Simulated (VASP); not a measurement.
# MnO (P6_3mc) in VASP: notebook

MnO is run at these levels: LDA, PBEsol; tasks: single point.

Program: VASP 6.6.1. These are calculated values, not measurements. Logs are shortened: lines on timing, memory, paths and dates and some standing lists are left out, and cuts for length are marked.

### Step 1. The cell of the first run

The structure is hexagonal, space group P6_3mc (No. 186). Conventional cell: a = 3.372 Å, b = 3.372 Å, c = 5.386 Å, α = 90.00°, β = 90.00°, γ = 120.00°. Within 2.6 Å of Mn (site symmetry 3m) lie 4 O at 1.96 to 2.08 Å. O (site symmetry 3m) has 4 Mn at 1.96 to 2.08 Å within 2.6 Å.

### Step 2. Single point, LDA, collinear spin, ferromagnetic start

File INCAR:

```
  ALGO = Normal
  EDIFF = 1E-7
  ENCUT = 520
  ISIF = 2
  ISMEAR = 1
  ISPIN = 2
  LASPH = True
  LCHARG = False
  LMAXMIX = 4
  LORBIT = 11
  LREAL = False
  LWAVE = False
  MAGMOM = 4 4 0 0
  NBANDS = 31
  NELM = 150
  PREC = Accurate
  SIGMA = 0.01
```

File KPOINTS:

```
k-points
0
Gamma
  8 8 4
```

File POSCAR:

```
MnO
1.0
    3.3717000000      0.0000000000      0.0000000000
   -1.6858500000      2.9199778539      0.0000000000
    0.0000000000      0.0000000000      5.3855000000
Mn O
2 2
Direct
    0.6666666667      0.3333333333      0.5109600000
    0.3333333333      0.6666666667      0.0109600000
    0.6666666667      0.3333333333      0.8754700000
    0.3333333333      0.6666666667      0.3754700000
```

Potentials or basis: VASP PAW LDA potentials, release 64 (Mn_pv, O).

Started as:

```console
$ cat potpaw_LDA.64/Mn_pv/POTCAR potpaw_LDA.64/O/POTCAR > POTCAR
$ mpirun -np 1 vasp_std > vasp.out
```

OUTCAR:

```text
EDIFF = 1E-7
   ENCUT = 520
   ISIF = 2
   ISMEAR = 1
   ISPIN = 2
   LASPH = True
   LORBIT = 11
   LREAL = False
   NELM = 150
   PREC = Accurate

 ion  position               nearest neighbor table
   1  0.667  0.333  0.511-   3 1.96   4 2.08   4 2.08   4 2.08
   2  0.333  0.667  0.011-   4 1.96   3 2.08   3 2.08   3 2.08
   3  0.667  0.333  0.875-   1 1.96   2 2.08   2 2.08   2 2.08
   4  0.333  0.667  0.375-   2 1.96   1 2.08   1 2.08   1 2.08

  LATTYP: Found a hexagonal cell.
 ALAT       =     3.3717000000
 C/A-ratio  =     1.5972654744

  Lattice vectors:

 A1 = (   3.3717000000,   0.0000000000,   0.0000000000)
 A2 = (  -1.6858500000,   2.9199778539,   0.0000000000)
 A3 = (   0.0000000000,   0.0000000000,   5.3855000000)

Analysis of symmetry for initial positions (statically):
=====================================================================
 Subroutine PRICEL returns:
 Original cell was already a primitive cell.

 Routine SETGRP: Setting up the symmetry group for a
 hexagonal supercell.

 Subroutine GETGRP returns: Found 12 space group operations
 (whereof  6 operations were pure point group operations)
 out of a pool of 24 trial point group operations.

The static configuration has the point symmetry C_3v.
 The point group associated with its full space group is C_6v.

Analysis of symmetry for dynamics (positions and initial velocities):
=====================================================================
 Subroutine PRICEL returns:
 Original cell was already a primitive cell.

 Routine SETGRP: Setting up the symmetry group for a
 hexagonal supercell.

 Subroutine GETGRP returns: Found 12 space group operations
 (whereof  6 operations were pure point group operations)
 out of a pool of 24 trial point group operations.

The dynamic configuration has the point symmetry C_3v.
 The point group associated with its full space group is C_6v.

Analysis of structural, dynamic, and magnetic symmetry:
=====================================================================
 Subroutine PRICEL returns:
 Original cell was already a primitive cell.

 Routine SETGRP: Setting up the symmetry group for a
 hexagonal supercell.

 Subroutine GETGRP returns: Found 12 space group operations
 (whereof  6 operations were pure point group operations)
 out of a pool of 24 trial point group operations.

The overall configuration has the point symmetry C_3v.
 The point group associated with its full space group is C_6v.

 Subroutine INISYM returns: Found 12 space group operations
 (whereof  6 operations are pure point group operations),
 and found     1 'primitive' translations

----------------------------------------------------------------------------------------

                                     Primitive cell

  volume of cell :      53.0218

  direct lattice vectors                    reciprocal lattice vectors
     3.371700000  0.000000000  0.000000000     0.296586292  0.171234175  0.000000000
    -1.685850000  2.919977854  0.000000000     0.000000000  0.342468351  0.000000000
     0.000000000  0.000000000  5.385500000     0.000000000  0.000000000  0.185683781

  length of vectors
     3.371700000  3.371700000  5.385500000     0.342468351  0.342468351  0.185683781

  position of ions in fractional coordinates (direct lattice)
     0.666666667  0.333333333  0.510960000
     0.333333333  0.666666667  0.010960000
     0.666666667  0.333333333  0.875470000
     0.333333333  0.666666667  0.375470000

  ion indices of the primitive-cell ions
   primitive index   ion index
                 1           1
                 2           2
                 3           3
                 4           4

----------------------------------------------------------------------------------------

 KPOINTS: k-points

Automatic generation of k-mesh.
 Grid dimensions read from file:
 generate k-points for:    8    8    4

 Generating k-lattice:

  Cartesian coordinates                     Fractional coordinates (reciprocal lattice)
     0.037073286  0.021404272  0.000000000     0.125000000  0.000000000  0.000000000
     0.000000000  0.042808544  0.000000000     0.000000000  0.125000000  0.000000000
     0.000000000  0.000000000  0.046420945     0.000000000  0.000000000  0.250000000

  Length of vectors
     0.042808544  0.042808544  0.046420945

  Shift w.r.t. Gamma in fractional coordinates (k-lattice)
     0.000000000  0.000000000  0.000000000

 Subroutine IBZKPT returns following result:
 ===========================================

 Found     30 irreducible k-points:

 Following reciprocal coordinates:
            Coordinates               Weight
  0.000000  0.000000  0.000000      1.000000
  0.125000  0.000000  0.000000      6.000000
  0.250000  0.000000  0.000000      6.000000
  0.375000  0.000000  0.000000      6.000000
  0.500000  0.000000  0.000000      3.000000
  0.125000  0.125000  0.000000      6.000000
[... 16 lines left out ...]
  0.250000  0.000000  0.500000      6.000000
  0.375000  0.000000  0.500000      6.000000
 [... further k-points ...]
   k-points           NKPTS =     30   k-points in BZ     NKDIM =     30   number of bands    NBANDS=     31
   number of dos      NEDOS =    301   number of ions     NIONS =      4
   total plane-waves  NPLWV =  31360
   dimension x,y,z NGX =    28 NGY =   28 NGZ =   40
   dimension x,y,z NGXF=    56 NGYF=   56 NGZF=   80
   ions per type =               2   2
   NGX,Y,Z   is equivalent  to a cutoff of  13.81, 13.81, 12.35 a.u.
   NGXF,Y,Z  is equivalent  to a cutoff of  27.61, 27.61, 24.70 a.u.
 SYSTEM =  unknown system
   PREC   = accura    normal or accurate (medium, high low for compatibility)
   ISTART =      0    job   : 0-new  1-cont  2-samecut
   ICHARG =      2    charge: 1-file 2-atom 10-const
   ISPIN  =      2    spin polarized calculation?
   LNONCOLLINEAR =      F non collinear calculations
   LSORBIT =      F    spin-orbit coupling
   LASPH  =      T    aspherical Exc in radial PAW
   ENCUT  =  520.0 eV  38.22 Ry    6.18 a.u.   6.27  6.27 10.01*2*pi/ulx,y,z
   NELM   =    150;   NELMIN=  2; NELMDL= -5     # of ELM steps
   EDIFF  = 0.1E-06   stopping-criterion for ELM
   LREAL  =      F    real-space projection
   EDIFFG = 0.1E-05   stopping-criterion for IOM
   NSW    =      0    number of steps for IOM
   IBRION =     -1    ionic relax: 0-MD 1-quasi-New 2-CG
   NFREE  =      0    steps in history (QN), initial steepest desc. (CG)
   ISIF   =      2    stress and relaxation
   ISYM   =      2    0-nonsym 1-usesym 2-fastsym
   POTIM  = 0.5000    time-step for ionic-motion
   TEBEG  =    0.0;   TEEND  =   0.0 temperature during run
   PSTRESS=    0.0 pullay stress
   NELECT =      38.0000    total number of electrons
   NUPDOWN=      -1.0000    fix difference up-down
   EMIN   =  10.00;   EMAX   =-10.00  energy-range for DOS
   EFERMI =   0.00;   METHOD = LEGACY
   ISMEAR =     1;   SIGMA  =   0.01  broadening in eV -4-tet -1-fermi 0-gaus
   EFERMI_NEDOS =   21; number of points for ismear=-14 and -15
   IALGO  =     38    algorithm
   IMIX   =      4    mixing-type and parameters
     AMIX     =   0.40;   BMIX     =  1.00
     AMIX_MAG =   1.60;   BMIX_MAG =  1.00
  volume/ion in A,a.u.               =      13.26        89.45
  Fermi-wavevector in a.u.,A,eV,Ry     =   1.465046  2.768535 29.202988  2.146359
  Thomas-Fermi vector in A             =   2.580949
   LORBIT       =     11    0 simple, 1 ext, 2 COOP (PROOUT), +10 PAW based schemes
   GGA     = CA    functional components
   LHFCALC =     F    Hartree Fock is set to
   AEXX    =    0.0000 exact exchange contribution
   IVDW    =     0    specifies the selected vdW correction
   LEPSILON=     F    determine dielectric tensor
   LRPA    =     F    only Hartree local field effects (RPA)
 spin polarized calculation
 Methfessel and Paxton  Order N= 1 SIGMA  =   0.01
  energy-cutoff  :      520.00
  volume of cell :       53.02
 maximum number of plane-waves:      1448
 NGX is ok and might be reduce to    28
   NGX = 13   NGY = 13   NGZ = 21

 number of electron      38.0000000 magnetization      10.0874457

 number of electron      38.0000000 magnetization       9.8235811

 Free energy of the ion-electron system (eV)
  ---------------------------------------------------
  ext. energy  EPLUGINS =         0.00000000
  ---------------------------------------------------
  free energy    TOTEN  =       -34.86866437 eV

  energy without entropy =      -34.86859629  energy(sigma->0) =      -34.86864168

 E-fermi :   5.4675     XC(G=0): -11.1270

 val. band max:        5.4442390936   @ k =   0.1250   0.1250   0.0000
 cond. band min:       5.4680255092   @ k =   0.2500   0.2500   0.0000
 fundamental gap:      0.0237864155
 Fermi energy:         5.4674668430

 spin component 1

 k-point     1 :       0.0000    0.0000    0.0000
  band No.  band energies     occupation
      1     -44.4639      1.00000
      2     -44.4569      1.00000
      3     -44.4569      1.00000
      4     -44.4507      1.00000
      5     -44.4507      1.00000
      6     -44.4245      1.00000
[... 805 lines left out ...]
     30      15.9026      0.00000
     31      16.9019      0.00000

 [... further k-points ...]

 spin component 2

 k-point     1 :       0.0000    0.0000    0.0000
  band No.  band energies     occupation
      1     -40.2355      1.00000
      2     -40.1966      1.00000
      3     -40.1966      1.00000
      4     -40.1886      1.00000
      5     -40.1886      1.00000
      6     -40.1831      1.00000
[... 805 lines left out ...]
     30      17.3681      0.00000
     31      18.1795      0.00000

 [... further k-points ...]

------------------------ aborting loop because EDIFF is reached ----------------------------------------

  FORCE on cell =-STRESS in cart. coord.  units (eV):
  Direction    XX          YY          ZZ          XY          YZ          ZX
  --------------------------------------------------------------------------------------
  -------------------------------------------------------------------------------------
  Total       -2.3682260     -2.3682260     -0.2468057      0.0000000      0.0000000      0.0000000
  in kB      -71.5614641    -71.5614641     -7.4578087      0.0000000      0.0000000      0.0000000
  external PRESSURE =     -50.1935790 kB  Pullay stress =       0.0000000 kB

 VOLUME and BASIS-vectors are now :
 -----------------------------------------------------------------------------
  energy-cutoff  :      520.00
  volume of cell :       53.02
      direct lattice vectors                 reciprocal lattice vectors
     3.371700000  0.000000000  0.000000000     0.296586292  0.171234175  0.000000000
    -1.685850000  2.919977854  0.000000000     0.000000000  0.342468351  0.000000000
     0.000000000  0.000000000  5.385500000     0.000000000  0.000000000  0.185683781

 POSITION                                       TOTAL-FORCE (eV/Angst)
 -----------------------------------------------------------------------------------
      1.68585      0.97333      2.75178         0.000000     -0.000000     -0.551459
     -0.00000      1.94665      0.05903        -0.000000      0.000000     -0.551459
      1.68585      0.97333      4.71484         0.000000     -0.000000      0.551459
     -0.00000      1.94665      2.02209         0.000000      0.000000      0.551459
 -----------------------------------------------------------------------------------
    total drift:                               -0.000000     -0.000000      0.001400

  FREE ENERGIE OF THE ION-ELECTRON SYSTEM (eV)
  ---------------------------------------------------
  free  energy   TOTEN  =       -34.8686643729 eV

  energy  without entropy=      -34.8685962924  energy(sigma->0) =      -34.86864168

 total charge

# of ion       s       p       d       tot
------------------------------------------
    1        0.246   6.232   4.970  11.448
    2        0.246   6.232   4.970  11.448
    3        1.544   3.430   0.000   4.974
    4        1.544   3.430   0.000   4.974
--------------------------------------------------
tot          3.580  19.323   9.941  32.844

 magnetization (x)

# of ion       s       p       d       tot
------------------------------------------
    1        0.033   0.057   4.222   4.312
    2        0.033   0.057   4.222   4.312
    3        0.019   0.196   0.000   0.215
    4        0.019   0.196   0.000   0.215
--------------------------------------------------
tot          0.103   0.508   8.444   9.055
```

It took 2 min on 1 thread of Intel Xeon 8259CL, shared host; peak memory 0.2 GiB.

Results:

```yaml
Free_energy: -34.8687 eV
Pressure: -5.0 GPa
Largest_force: 0.551 eV/Å
Net_moment: 9.82 μB per cell
Site_moments: Mn +4.31; O +0.21 μB
Valence_electrons_inside_the_program's_atomic_spheres: Mn 11.45; O 4.97
```

Forces on the atoms (eV/Å):
```
Mn   0.000  0.000 -0.551
Mn   0.000  0.000 -0.551
O    0.000  0.000  0.551
O    0.000  0.000  0.551
```

Levels at points of the mesh, in eV from the Fermi level:
Spin up:
```
           k point  band 22  band 23  band 24  band 25  band 26  band 27
(0.00, 0.00, 0.00)    -0.86     0.20     0.20     0.25     3.80     5.72
(0.50, 0.00, 0.00)    -1.63    -0.64    -0.53     4.01     4.41     5.99
(0.00, 0.00, 0.50)    -0.36    -0.36    -0.36     1.36     1.36     8.48
(0.50, 0.00, 0.50)    -1.09    -1.02    -1.02     4.01     4.01     6.23
```
Spin down:
```csv
k point,band 11,band 12,band 13,band 14,band 15,band 16,band 17,band 18
"(0.00, 0.00, 0.00)",-4.92,-4.92,-4.70,-4.70,-0.25,0.67,0.67,0.85
"(0.50, 0.00, 0.00)",-5.32,-4.89,-4.82,-4.61,0.14,0.19,0.99,1.25
"(0.00, 0.00, 0.50)",-4.83,-4.83,-4.83,-4.83,1.15,1.15,1.15,1.15
"(0.50, 0.00, 0.50)",-4.90,-4.90,-4.73,-4.73,0.64,0.64,1.27,1.27
```

Caveat: the cell stands under tension; semilocal functionals often make such compounds metallic where correlation or magnetic order opens a gap, which also shifts bond lengths; only a ferromagnetic start was run, and an antiferromagnetic order may lie lower in energy. With open d or f shells a metallic result of LDA can be an artefact of self-interaction; +U or a hybrid may open a gap.

(Part 1 of 2 ends here.)
